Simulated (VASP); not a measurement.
Write the native input for VASP 6.6.1 that does the following.

| Item | Value |
| --- | --- |
| Task | single point |
| Functional | r2SCAN |
| Potentials or basis | VASP PAW PBE potentials, release 64 (Se) |
| Cutoff | 520 eV |
| k mesh | 8 × 8 × 8 |
| Occupations | fermi-dirac, width 0.1 eV |
| Spin | no spin polarisation |
| Dipole correction | no |
| Further INCAR settings | ALGO = Normal; EDIFF = 1e-07; NBANDS = 9 |

Crystal: Se.

```
Se
1.0
     2.87914    0.00000    0.00000
     0.00000    2.87914    0.00000
     0.00000    0.00000    2.87914
Se
1
Direct
  0.00000 0.00000 0.00000
```

One way to write it, as run:

POSCAR

```
Se
1.0
    2.8791371223      0.0000000000      0.0000000000
    0.0000000000      2.8791371223      0.0000000000
    0.0000000000      0.0000000000      2.8791371223
Se
1
Direct
    0.0000000000      0.0000000000      0.0000000000
```

INCAR.step1

```
SYSTEM = Se
  ALGO = Normal
  EDIFF = 1E-4
  ENCUT = 520
  GGA = PE
  ISMEAR = -1
  LASPH = .True.
  LCHARG = .False.
  LREAL = .False.
  LWAVE = .True.
  NBANDS = 9
  NELM = 100
  PREC = Accurate
  SIGMA = 0.1
```

INCAR.step2

```
SYSTEM = Se
  ALGO = Normal
  EDIFF = 1E-7
  ENCUT = 520
  ISIF = 2
  ISMEAR = -1
  ISTART = 1
  LASPH = .True.
  LCHARG = .False.
  LMIXTAU = .True.
  LREAL = .False.
  LWAVE = .False.
  METAGGA = R2SCAN
  NBANDS = 9
  NELM = 100
  PREC = Accurate
  SIGMA = 0.1
```

KPOINTS

```
k-points
0
Gamma
  8 8 8
  0 0 0
```

Potentials or basis: VASP PAW PBE potentials, release 64 (Se).

Launch:

```bash
$ cat potpaw_PBE.64/Se/POTCAR > POTCAR
$ cp INCAR.step1 INCAR
$ mpirun -np 1 vasp_std > vasp.out
$ cp INCAR.step2 INCAR
$ mpirun -np 1 vasp_std > vasp.out
```

It gave:

```
Pressure               : -4.2 GPa
Band gap on the k mesh : zero (band 3 reaches 6.56 eV, above the bottom of band 4 at 0.51 eV)
```

Caveat: the PAW data sets were made with another functional, which shifts forces and pressure a little.

Wall time 14 s on 1 thread of Intel(R) Xeon(R) Platinum 8488C (Sapphire Rapids), on a shared host, peak memory 0.14 GiB.
